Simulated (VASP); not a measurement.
# CdF2 (Fm-3m) in VASP: further runs

Runs on CdF2. Level: PBE+D3(BJ). Tasks: single point.

Everything below comes from runs of VASP 6.6.1. Logs are shortened: lines on timing, memory, paths and dates and some standing lists are left out, and cuts for length are marked.

### 1 The cell of the first run

It takes space group Fm-3m (No. 225, cubic). The conventional cell has a = 5.389 Å, b = 5.389 Å, c = 5.389 Å, α = 90.00°, β = 90.00°, γ = 90.00°. Within 3.1 Å of Cd (site symmetry m-3m) lie 8 F at 2.33 Å. Within 3.1 Å of F (site symmetry -43m) lie 4 Cd at 2.33 Å and 6 F at 2.69 Å.

### 2 Single point, PBE+D3(BJ) (volume scaled by 0.97)

INCAR reads:

```
SYSTEM = CdF2
  PREC = Accurate
  ENCUT = 520
  EDIFF = 1E-6
  ISMEAR = 0
  SIGMA = 0.02
  LREAL = .FALSE.
  LASPH = .TRUE.
  NELM = 100
  ALGO = Normal
  ISIF = 2
  LWAVE = .FALSE.
  LCHARG = .TRUE.
  GGA = PE
  IVDW = 12
  LELF = .TRUE.
  LVHAR = .TRUE.
  NBANDS = 20
```

KPOINTS reads:

```
regular mesh
0
G
  8 8 8
  0 0 0
```

POSCAR reads:

```
CdF2
1.0
    0.0000000000      2.6947416099      2.6947416099
    2.6947416099      0.0000000000      2.6947416099
    2.6947416099      2.6947416099      0.0000000000
Cd F
1 2
Direct
    0.0000000000      0.0000000000      0.0000000000
    0.2500000000      0.2500000000      0.2500000000
    0.7500000000      0.7500000000      0.7500000000
```

Potentials or basis: VASP PAW PBE potentials, release 64 (Cd, F).

Launch:

```bash
$ cat potpaw_PBE.64/Cd/POTCAR potpaw_PBE.64/F/POTCAR > POTCAR
$ mpirun -np 1 vasp_std > vasp.out
```

OUTCAR:

```text
SYSTEM = CdF2
   PREC = Accurate
   ENCUT = 520
   EDIFF = 1E-6
   ISMEAR = 0
   LREAL = .FALSE.
   LASPH = .TRUE.
   NELM = 100
   ISIF = 2
   GGA = PE
   IVDW = 12
 IVDW          = 12

 ion  position               nearest neighbor table
   1  0.000  0.000  0.000-   3 2.33   3 2.33   3 2.33   2 2.33   3 2.33   2 2.33   2 2.33   2 2.33

   2  0.250  0.250  0.250-   1 2.33   1 2.33   1 2.33   1 2.33
   3  0.750  0.750  0.750-   1 2.33   1 2.33   1 2.33   1 2.33

  LATTYP: Found a face centered cubic cell.
 ALAT       =     5.3894832198

  Lattice vectors:

 A1 = (   0.0000000000,   2.6947416099,   2.6947416099)
 A2 = (   2.6947416099,   0.0000000000,   2.6947416099)
 A3 = (   2.6947416099,   2.6947416099,   0.0000000000)

Analysis of symmetry for initial positions (statically):
=====================================================================
 Subroutine PRICEL returns:
 Original cell was already a primitive cell.

 Routine SETGRP: Setting up the symmetry group for a
 face centered cubic supercell.

 Subroutine GETGRP returns: Found 48 space group operations
 (whereof 48 operations were pure point group operations)
 out of a pool of 48 trial point group operations.

The static configuration has the point symmetry O_h .

Analysis of symmetry for dynamics (positions and initial velocities):
=====================================================================
 Subroutine PRICEL returns:
 Original cell was already a primitive cell.

 Routine SETGRP: Setting up the symmetry group for a
 face centered cubic supercell.

 Subroutine GETGRP returns: Found 48 space group operations
 (whereof 48 operations were pure point group operations)
 out of a pool of 48 trial point group operations.

The dynamic configuration has the point symmetry O_h .

 Subroutine INISYM returns: Found 48 space group operations
 (whereof 48 operations are pure point group operations),
 and found     1 'primitive' translations

----------------------------------------------------------------------------------------

                                     Primitive cell

  volume of cell :      39.1364

  direct lattice vectors                    reciprocal lattice vectors
     0.000000000  2.694741610  2.694741610    -0.185546547  0.185546547  0.185546547
     2.694741610  0.000000000  2.694741610     0.185546547 -0.185546547  0.185546547
     2.694741610  2.694741610  0.000000000     0.185546547  0.185546547 -0.185546547

  length of vectors
     3.810940132  3.810940132  3.810940132     0.321376046  0.321376046  0.321376046

  position of ions in fractional coordinates (direct lattice)
[... 81 lines left out ...]
   EDIFF  = 0.1E-05   stopping-criterion for ELM
   LREAL  =      F    real-space projection
   EDIFFG = 0.1E-04   stopping-criterion for IOM
   NSW    =      0    number of steps for IOM
   IBRION =     -1    ionic relax: 0-MD 1-quasi-New 2-CG
   NFREE  =      0    steps in history (QN), initial steepest desc. (CG)
   ISIF   =      2    stress and relaxation
   ISYM   =      2    0-nonsym 1-usesym 2-fastsym
   POTIM  = 0.5000    time-step for ionic-motion
   TEBEG  =    0.0;   TEEND  =   0.0 temperature during run
   PSTRESS=    0.0 pullay stress
   NELECT =      26.0000    total number of electrons
   NUPDOWN=      -1.0000    fix difference up-down
   EMIN   =  10.00;   EMAX   =-10.00  energy-range for DOS
   EFERMI =   0.00;   METHOD = LEGACY
   ISMEAR =     0;   SIGMA  =   0.02  broadening in eV -4-tet -1-fermi 0-gaus
   EFERMI_NEDOS =   21; number of points for ismear=-14 and -15
   IALGO  =     38    algorithm
   IMIX   =      4    mixing-type and parameters
     AMIX     =   0.40;   BMIX     =  1.00
     AMIX_MAG =   1.60;   BMIX_MAG =  1.00
  volume/ion in A,a.u.               =      13.05        88.04
  Fermi-wavevector in a.u.,A,eV,Ry     =   1.428473  2.699423 27.763181  2.040536
  Thomas-Fermi vector in A             =   2.548531
   LORBIT       =      0    0 simple, 1 ext, 2 COOP (PROOUT), +10 PAW based schemes
   GGA     = PE    functional components
   LHFCALC =     F    Hartree Fock is set to
   AEXX    =    0.0000 exact exchange contribution
   IVDW    =    12    specifies the selected vdW correction
   LEPSILON=     F    determine dielectric tensor
   LRPA    =     F    only Hartree local field effects (RPA)
 non-spin polarized calculation
 Gauss-broadening in eV      SIGMA  =   0.02
  energy-cutoff  :      520.00
  volume of cell :       39.14
 maximum number of plane-waves:      1067
   NGX = 15   NGY = 15   NGZ = 15

 number of electron      25.9999989 magnetization

 Free energy of the ion-electron system (eV)
  ---------------------------------------------------
  ext. energy  EPLUGINS =         0.00000000
  ---------------------------------------------------
  free energy    TOTEN  =       -10.86065971 eV

  energy without entropy =      -10.86065971  energy(sigma->0) =      -10.86065971

 E-fermi :  -1.1692     XC(G=0): -10.4076

 val. band max:       -1.3177897362   @ k =  -0.2500   0.5000   0.2500
 cond. band min:       1.7472874845   @ k =   0.0000   0.0000   0.0000
 fundamental gap:      3.0650772207
 Fermi energy:        -1.1692499307

 k-point     1 :       0.0000    0.0000    0.0000
  band No.  band energies     occupation
      1     -22.1184      2.00000
      2     -21.0159      2.00000
      3      -6.9306      2.00000
      4      -6.9306      2.00000
      5      -6.9306      2.00000
      6      -5.7266      2.00000
[... 541 lines left out ...]
     19      17.3911      0.00000
     20      20.9647      0.00000

 [... further k-points ...]

------------------------ aborting loop because EDIFF is reached ----------------------------------------

 Edisp (eV)   -0.50183

 E8    (eV) :    -0.1897

  FORCE on cell =-STRESS in cart. coord.  units (eV):
  Direction    XX          YY          ZZ          XY          YZ          ZX
  --------------------------------------------------------------------------------------
  -------------------------------------------------------------------------------------
  Total       0.98369     0.98369     0.98369     0.00000    -0.00000     0.00000
  in kB      40.27038    40.27038    40.27038     0.00000    -0.00000     0.00000
  external pressure =       40.27 kB  Pullay stress =        0.00 kB

 VOLUME and BASIS-vectors are now :
 -----------------------------------------------------------------------------
  energy-cutoff  :      520.00
  volume of cell :       39.14
      direct lattice vectors                 reciprocal lattice vectors
     0.000000000  2.694741610  2.694741610    -0.185546547  0.185546547  0.185546547
     2.694741610  0.000000000  2.694741610     0.185546547 -0.185546547  0.185546547
     2.694741610  2.694741610  0.000000000     0.185546547  0.185546547 -0.185546547

 POSITION                                       TOTAL-FORCE (eV/Angst)
 -----------------------------------------------------------------------------------
      0.00000      0.00000      0.00000        -0.000000     -0.000000     -0.000000
      1.34737      1.34737      1.34737         0.000000      0.000000     -0.000000
      4.04211      4.04211      4.04211        -0.000000     -0.000000      0.000000
 -----------------------------------------------------------------------------------
    total drift:                                0.000000      0.000000      0.000000

  FREE ENERGIE OF THE ION-ELECTRON SYSTEM (eV)
  ---------------------------------------------------
  free  energy   TOTEN  =       -11.3624917297 eV

  energy  without entropy=      -11.3624917297  energy(sigma->0) =      -11.36249173
```

OSZICAR:

```text
N       E                     dE             d eps       ncg     rms          rms(c)
DAV:   1     0.197132013123E+03    0.19713E+03   -0.15426E+04  1192   0.131E+03
DAV:   2    -0.415706419814E+01   -0.20129E+03   -0.19373E+03  1272   0.344E+02
DAV:   3    -0.125324127995E+02   -0.83753E+01   -0.83530E+01  1352   0.767E+01
DAV:   4    -0.125685146137E+02   -0.36102E-01   -0.36100E-01  1220   0.516E+00
DAV:   5    -0.125686435986E+02   -0.12898E-03   -0.12898E-03  1344   0.280E-01    0.102E+01
DAV:   6    -0.108305739727E+02    0.17381E+01   -0.39806E+00  1472   0.373E+01    0.745E+00
DAV:   7    -0.108755706933E+02   -0.44997E-01   -0.88290E-01  1176   0.850E+00    0.424E+00
DAV:   8    -0.108683841686E+02    0.71865E-02   -0.13287E-01  1204   0.343E+00    0.702E-01
DAV:   9    -0.108599756340E+02    0.84085E-02   -0.32260E-02  1392   0.224E+00    0.873E-02
DAV:  10    -0.108605382529E+02   -0.56262E-03   -0.28536E-03  1184   0.586E-01    0.119E-01
DAV:  11    -0.108606367961E+02   -0.98543E-04   -0.12347E-04  1256   0.110E-01    0.372E-02
DAV:  12    -0.108606581475E+02   -0.21351E-04   -0.37800E-05  1180   0.532E-02    0.183E-02
DAV:  13    -0.108606599249E+02   -0.17774E-05   -0.62743E-06  1260   0.202E-02    0.306E-03
DAV:  14    -0.108606597100E+02    0.21494E-06   -0.49070E-07  1000   0.881E-03
   1 F= -.11362492E+02 E0= -.11362492E+02  d E =-.146411E-27
```

stdout:

```text
POSCAR found type information on POSCAR CdF
 POSCAR found :  2 types and       3 ions
 scaLAPACK will be used
 LDA part: xc-table for (Slater+PW92), standard interpolation
 POSCAR, INCAR and KPOINTS ok, starting setup
 FFT: planning ... GRIDC
 FFT: planning ... GRID_SOFT
 FFT: planning ... GRID
 WAVECAR not read
 entering main loop
```

It took 12 s on 1 thread of Intel Xeon Platinum 8559C (Emerald Rapids), shared host; peak memory 0.17 GiB.

Results:

- Free energy: -11.3625 eV
- Pressure: 4.0 GPa
- Band gap on the k mesh: 3.07 eV, indirect (least direct gap 3.57 eV)
- Dispersion energy per atom: -0.167 eV

Levels at points of the mesh, in eV from the valence-band top:
```
           k point  band 11  band 12  band 13  band 14  band 15  band 16
(0.00, 0.00, 0.00)    -0.50    -0.50    -0.50     3.07    12.70    12.70
(0.50, 0.00, 0.00)    -1.83    -0.40    -0.40     7.17     9.16    14.49
(0.50, 0.50, 0.00)    -0.49    -0.09    -0.09     8.00     9.65    11.92
```

 A k mesh can miss the band edges.

[end of part 1 of 2]
